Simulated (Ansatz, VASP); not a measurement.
**Two plane-wave programs on Cu**

```
CELL_PARAMETERS angstrom
2.43273 0.00000 0.00000
-1.21637 2.10681 0.00000
0.00000 0.00000 4.11257
ATOMIC_POSITIONS crystal
Cu 0.33333 0.66667 0.25000
Cu 0.66667 0.33333 0.75000
```

Change from the starting cell: strain -0.040 along x and y, +0.000 along z, atoms carried along.

Alike in both runs: task single point; functional r2SCAN; k mesh 24 × 24 × 12; occupations gaussian, width 0.15 eV; no spin polarisation.

```csv
,VASP,Ansatz
version,VASP 6.6.1,Ansatz 0.2.0
potentials or method,"VASP PAW PBE potentials, release 64 (Cu), cutoff 520 eV","scalar-relativistic, plane waves, PAW"
valence electrons in the cell,22,38
```

Ansatz gave:

```
gap on the k mesh at the Fermi level (eV)                     : none
pressure (GPa)                                                : 16.8
traceless stress, the component that is largest in VASP (GPa) : -5.66
```

What did VASP give for the same quantities?

gap on the k mesh at the Fermi level (eV): none; pressure (GPa): 17.5; traceless stress, the component that is largest in VASP (GPa): -5.60.

VASP's potentials were made for PBE, not for r2SCAN. A gap of «none» marks a metal or a gap that the smearing closes. VASP's potentials hold 22 valence electrons a cell and Ansatz's 38, so a difference there can come from the potentials and not from the codes.
